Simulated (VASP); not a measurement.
Input of a VASP 6.6.1 run:

The input INCAR:

```
PREC = Accurate
ENCUT = 520
EDIFF = 1E-6
ISMEAR = -1
SIGMA = 0.05
LREAL = F
LASPH = T
NELM = 80
ALGO = Normal
ISIF = 2
LWAVE = F
LCHARG = F
GGA = PS
IVDW = 13
NBANDS = 17
```

Contents of KPOINTS:

```
regular mesh
0
Gamma
  7 7 7
```

File POSCAR:

```
SnTe
1.0
    0.0000000000      3.1157159058      3.1157159058
    3.1157159058      0.0000000000      3.1157159058
    3.1157159058      3.1157159058      0.0000000000
Te Sn
1 1
Direct
    0.5000000000      0.5000000000      0.5000000000
    0.0000000000      0.0000000000      0.0000000000
```

Potentials or basis: VASP PAW PBE potentials, release 64 (Te, Sn_d).

Launch:

```console
$ cat potpaw_PBE.64/Te/POTCAR potpaw_PBE.64/Sn_d/POTCAR > POTCAR
$ mpirun -np 1 vasp_std > vasp.out
```

Task: What does it give for the dispersion energy per atom?

Result: -0.261 eV.

Task: What does it give for the pressure?

Result: 0.0 GPa.

Caveat: the PAW data sets were made with another functional, which shifts forces and pressure a little.
